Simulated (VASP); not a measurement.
# TiSi16 (a cell with a defect) in VASP: single point with PBEsol

Aim: the single point of TiSi16 (a cell with a defect) with PBEsol.

All numbers are computed with VASP 6.6.1; they aren't measurements. Logs are shortened: lines on timing, memory, paths and dates and some standing lists are left out, and cuts for length are marked.

## Step 1: The cell of the first run

The cell holds a defect, 17 atoms: a = 7.679 Å, b = 7.679 Å, c = 7.679 Å, α = 60.00°, β = 60.00°, γ = 60.00°.

## Step 2: Single point, PBEsol

INCAR reads:

```
ALGO = Normal ; EDIFF = 1E-6
ENCUT = 520 ; GGA = PS
ISIF = 2 ; ISMEAR = 0
LASPH = T ; LCHARG = F
LREAL = Auto ; LWAVE = F
NBANDS = 52 ; NELM = 60
PREC = Accurate ; SIGMA = 0.05
```

KPOINTS reads:

```
k-points
0
Gamma
  2 2 2
```

POSCAR reads:

```
TiSi16
1.0
    0.0000000000      5.4300000000      5.4300000000
    5.4300000000      0.0000000000      5.4300000000
    5.4300000000      5.4300000000      0.0000000000
Si Ti
16 1
Direct
   -0.0132218232     -0.0132139042      0.0497339779
    0.1302784530      0.1301440147      0.1338755064
    0.0042927256      0.0049873849      0.5077883057
    0.1022042357      0.1032918969      0.6763764273
    0.0247430939      0.5031246777     -0.0197895028
    0.1310365562      0.6154291897      0.1350813076
    0.0054698895      0.4673868324      0.5083890424
    0.1582564457      0.6124846225      0.6061781768
    0.5032813076      0.0246929098     -0.0199744936
    0.6153988029      0.1309999079      0.1350746777
    0.4663258748      0.0064905157      0.5083678637
    0.6116718232      0.1593338858      0.6060316759
    0.5052163904      0.5051653775     -0.0255360958
    0.6528488029      0.6526563536      0.0567410681
    0.5166750460      0.5178207182      0.4286225599
    0.6095171271      0.6105471455      0.6026475138
    0.7813827808      0.7826120626      0.6342964088
```

Potentials or basis: VASP PAW PBE potentials, release 64 (Si, Ti_sv).

The run is started by

```bash
$ cat potpaw_PBE.64/Si/POTCAR potpaw_PBE.64/Ti_sv/POTCAR > POTCAR
$ mpirun -np 1 vasp_std > vasp.out
```

OUTCAR:

```text
EDIFF = 1E-6
   ENCUT = 520
   GGA = PS
   ISIF = 2
   ISMEAR = 0
   LASPH = T
   LREAL = Auto
   NELM = 60
   PREC = Accurate

 ion  position               nearest neighbor table
   1  0.987  0.987  0.050-   2 2.34   6 2.34  10 2.34   4 2.34
   2  0.130  0.130  0.134-   1 2.34   3 2.34   5 2.35   9 2.35
   3  0.004  0.005  0.508-   4 2.31   2 2.34   8 2.47  12 2.47  17 2.53
   4  0.102  0.103  0.676-   7 2.30  11 2.30   3 2.31   1 2.34
   5  0.025  0.503  0.980-   2 2.35   8 2.35   6 2.35  14 2.35
   6  0.131  0.615  0.135-   1 2.34   7 2.35   5 2.35  13 2.36
   7  0.005  0.467  0.508-   4 2.30   6 2.35   8 2.49  16 2.50  17 2.50
   8  0.158  0.612  0.606-  15 2.28   5 2.35  17 2.45   3 2.47   7 2.49
   9  0.503  0.025  0.980-   2 2.35  12 2.35  10 2.35  14 2.35
  10  0.615  0.131  0.135-   1 2.34  11 2.35   9 2.35  13 2.36
  11  0.466  0.006  0.508-   4 2.30  10 2.35  12 2.49  16 2.50  17 2.50
  12  0.612  0.159  0.606-  15 2.28   9 2.35  17 2.45   3 2.47  11 2.49
  13  0.505  0.505  0.974-  16 2.35  10 2.36   6 2.36  14 2.38
  14  0.653  0.653  0.057-  15 2.34   5 2.35   9 2.35  13 2.38  17 2.65
  15  0.517  0.518  0.429-   8 2.28  12 2.28  16 2.28  14 2.34
  16  0.610  0.611  0.603-  15 2.28  13 2.35  17 2.44  11 2.50   7 2.50
  17  0.781  0.783  0.634-  16 2.44  12 2.45   8 2.45  11 2.50   7 2.50   3 2.53  14 2.65

  LATTYP: Found a face centered cubic cell.
 ALAT       =    10.8600000000

  Lattice vectors:

 A1 = (   0.0000000000,   5.4300000000,   5.4300000000)
 A2 = (   5.4300000000,   0.0000000000,   5.4300000000)
 A3 = (   5.4300000000,   5.4300000000,   0.0000000000)

Analysis of symmetry for initial positions (statically):
=====================================================================
 Subroutine PRICEL returns:
 Original cell was already a primitive cell.

 Routine SETGRP: Setting up the symmetry group for a
 face centered cubic supercell.

 Subroutine GETGRP returns: Found  1 space group operations
 (whereof  1 operations were pure point group operations)
 out of a pool of 48 trial point group operations.

The static configuration has the point symmetry C_1 .

Analysis of symmetry for dynamics (positions and initial velocities):
=====================================================================
 Subroutine PRICEL returns:
 Original cell was already a primitive cell.

 Routine SETGRP: Setting up the symmetry group for a
 face centered cubic supercell.

 Subroutine GETGRP returns: Found  1 space group operations
 (whereof  1 operations were pure point group operations)
 out of a pool of 48 trial point group operations.

The dynamic configuration has the point symmetry C_1 .

[... 119 lines left out ...]
   POTIM  = 0.5000    time-step for ionic-motion
   TEBEG  =    0.0;   TEEND  =   0.0 temperature during run
   PSTRESS=    0.0 pullay stress
   NELECT =      76.0000    total number of electrons
   NUPDOWN=      -1.0000    fix difference up-down
   EMIN   =  10.00;   EMAX   =-10.00  energy-range for DOS
   EFERMI =   0.00;   METHOD = LEGACY
   ISMEAR =     0;   SIGMA  =   0.05  broadening in eV -4-tet -1-fermi 0-gaus
   EFERMI_NEDOS =   21; number of points for ismear=-14 and -15
   IALGO  =     38    algorithm
   IMIX   =      4    mixing-type and parameters
     AMIX     =   0.40;   BMIX     =  1.00
     AMIX_MAG =   1.60;   BMIX_MAG =  1.00
  volume/ion in A,a.u.               =      18.84       127.11
  Fermi-wavevector in a.u.,A,eV,Ry     =   1.013607  1.915439 13.978610  1.027399
  Thomas-Fermi vector in A             =   2.146786
   LORBIT       =      0    0 simple, 1 ext, 2 COOP (PROOUT), +10 PAW based schemes
   GGA     = PS    functional components
   LHFCALC =     F    Hartree Fock is set to
   AEXX    =    0.0000 exact exchange contribution
   IVDW    =     0    specifies the selected vdW correction
   LEPSILON=     F    determine dielectric tensor
   LRPA    =     F    only Hartree local field effects (RPA)
 non-spin polarized calculation
 Gauss-broadening in eV      SIGMA  =   0.05
  energy-cutoff  :      520.00
  volume of cell :      320.21
 maximum number of plane-waves:      8646
 NGX is ok and might be reduce to    60
   NGX = 29   NGY = 29   NGZ = 29

 number of electron      75.9999999 magnetization

 Free energy of the ion-electron system (eV)
  ---------------------------------------------------
  ext. energy  EPLUGINS =         0.00000000
  ---------------------------------------------------
  free energy    TOTEN  =       -97.16842095 eV

  energy without entropy =      -97.15201930  energy(sigma->0) =      -97.16022012

 E-fermi :   6.7877     XC(G=0):  -9.8987

 val. band max:        6.7756299653   @ k =   0.0000   0.5000   0.0000
 cond. band min:       6.7885361477   @ k =   0.5000   0.5000   0.5000
 fundamental gap:      0.0129061824
 Fermi energy:         6.7876789852

 k-point     1 :       0.0000    0.0000    0.0000
  band No.  band energies     occupation
      1     -49.8544      2.00000
      2     -26.4127      2.00000
      3     -26.2710      2.00000
      4     -26.2660      2.00000
      5      -5.7366      2.00000
      6      -3.5073      2.00000
[... 413 lines left out ...]
     49       9.7681      0.00000
     50      10.3474      0.00000
 [bands above 50 left out]

------------------------ aborting loop because EDIFF is reached ----------------------------------------

  FORCE on cell =-STRESS in cart. coord.  units (eV):
  Direction    XX          YY          ZZ          XY          YZ          ZX
  --------------------------------------------------------------------------------------
  -------------------------------------------------------------------------------------
  Total        4.4969579      4.4972023      4.4600153     -1.8596590      1.2171632      1.2310706
  in kB       22.5009017     22.5021246     22.3160560     -9.3049581      6.0901772      6.1597636
  external PRESSURE =      22.4396941 kB  Pullay stress =       0.0000000 kB

 VOLUME and BASIS-vectors are now :
 -----------------------------------------------------------------------------
  energy-cutoff  :      520.00
  volume of cell :      320.21
      direct lattice vectors                 reciprocal lattice vectors
     0.000000000  5.430000000  5.430000000    -0.092081031  0.092081031  0.092081031
     5.430000000  0.000000000  5.430000000     0.092081031 -0.092081031  0.092081031
     5.430000000  5.430000000  0.000000000     0.092081031  0.092081031 -0.092081031

 POSITION                                       TOTAL-FORCE (eV/Angst)
 -----------------------------------------------------------------------------------
      5.62830      5.62826     10.71645        -0.094938     -0.095733      0.064953
      1.43363      1.43436      1.41409        -0.090914     -0.089990      0.012703
      2.78437      2.78060      0.05039        -0.101185     -0.099794      0.040834
      4.23360      4.22769      1.11584        -0.084217     -0.081554      0.135716
      8.05451      5.45690      2.86632        -0.056112     -0.029766      0.029539
      4.07527      1.44502      4.05331        -0.041804     -0.114141      0.100563
[... 9 lines left out ...]
      6.58765      6.58205      6.62495        -0.069277     -0.066166      0.077031
      7.69381      7.68714      8.49249         1.030260      1.022638     -1.024667
 -----------------------------------------------------------------------------------
    total drift:                               -0.002338     -0.013206     -0.011869

  FREE ENERGIE OF THE ION-ELECTRON SYSTEM (eV)
  ---------------------------------------------------
  free  energy   TOTEN  =       -97.1684209470 eV

  energy  without entropy=      -97.1520193026  energy(sigma->0) =      -97.16022012
```

Run time: 1.9 min. Hardware: 1 thread of Intel Xeon 6975P-C (Granite Rapids), shared host; peak memory 0.49 GiB.

Results:

| Quantity | Value |
| --- | --- |
| Free energy | -97.1684 eV |
| Pressure | 2.2 GPa |
| Largest force | 1.777 eV/Å |
| Band gap on the k mesh | zero (bands 38 and 39 overlap by 0.38 eV) |

Forces on the atoms (eV/Å):
```
Si  -0.095 -0.096  0.065
Si  -0.091 -0.090  0.013
Si  -0.101 -0.100  0.041
Si  -0.084 -0.082  0.136
Si  -0.056 -0.030  0.030
Si  -0.042 -0.114  0.101
Si  -0.043 -0.129  0.141
Si  -0.036 -0.048  0.063
Si  -0.030 -0.056  0.030
Si  -0.116 -0.041  0.101
Si  -0.130 -0.046  0.140
Si  -0.046 -0.040  0.069
Si  -0.081 -0.082  0.032
Si   0.019  0.019 -0.032
Si  -0.027 -0.024  0.020
Si  -0.069 -0.066  0.077
Ti   1.030  1.023 -1.025
```

Stress tensor (GPa, compression positive):
```
 2.25 -0.93  0.62
-0.93  2.25  0.61
 0.62  0.61  2.23
```

Caveat: the k points lie up to 0.50 Å⁻¹ apart; the PAW data sets were made with another functional, which shifts forces and pressure a little.
